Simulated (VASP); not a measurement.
Crystal: Sr.

```xyz
1
Lattice="0.0000 3.0423 3.0423 3.0423 0.0000 3.0423 3.0423 3.0423 0.0000" Properties=species:S:1:pos:R:3 pbc="T T T"
Sr    0.0000    0.0000    0.0000
```

```yaml
Program: VASP 6.6.1
Task: relaxation of cell and atoms
Functional: PBEsol
Potentials_or_basis: VASP PAW PBE potentials, release 64 (Sr_sv)
Cutoff: 600 eV
k_mesh: 6 × 6 × 6
Occupations: fermi-dirac, width 0.1 eV
Spin: no spin polarisation
```

At the start: pressure -0.8 GPa; volume 56.32 Å³/atom.

Where does the relaxation end?

Over 3 steps the energy falls by 10.3 meV/atom and the volume is 52.50 Å³/atom (-6.8 %); space group Fm-3m (No. 225, to 0.05 Å).

The path:
```tsv
step	energy change (eV)	largest force (eV/Å)	pressure (GPa)	volume (Å³)
1	0.0000	0.0000	-0.80	56.32
2	-0.0083	0.0000	-0.37	54.07
3	-0.0103	0.0000	-0.03	52.50
```

Final structure:
```
Sr
1.0
     0.00000    2.97189    2.97189
     2.97189    0.00000    2.97189
     2.97189    2.97189    0.00000
Sr
1
Direct
  0.00000 0.00000 0.00000
```

Caveat: the PAW data sets were made with another functional, which shifts forces and pressure a little.
